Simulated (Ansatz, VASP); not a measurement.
**ZnRe2: VASP beside Ansatz**

```
Zn Re
1.0
     0.00000    2.89556    2.89556
     2.89556    0.00000    2.89556
     2.89556    2.89556    0.00000
Zn Re
1 2
Cartesian
  0.0000 0.0000 0.0000
  4.3433 4.3433 4.3433
  1.4478 1.4478 1.4478
```

Alike in both runs: task band structure; functional RPBE; k mesh 8 × 8 × 8; occupations fermi-dirac, width 0.05 eV; no spin polarisation.

|  | VASP | Ansatz |
| --- | --- | --- |
| version | VASP 6.6.1 | Ansatz 0.2.0 |
| potentials or method | VASP PAW PBE potentials, release 64 (Zn, Re) | Ansatz PAW |
| plane-wave cutoff (eV) | 520 | 420 |
| valence electrons in the cell | 26 | 42 |

|  | VASP | Ansatz | Ansatz less VASP |
| --- | --- | --- | --- |
| gap on the k mesh at the Fermi level (eV) | none | none | - |
| pressure (GPa) | 3.8 | 3.5 | -0.34 |

VASP's potentials were made for PBE, not for RPBE. A gap of «none» marks a metal or a gap that the smearing closes. VASP's potentials hold 26 valence electrons a cell and Ansatz's 42, so a difference there can come from the potentials and not from the codes.

Neither program's run includes spin-orbit coupling.
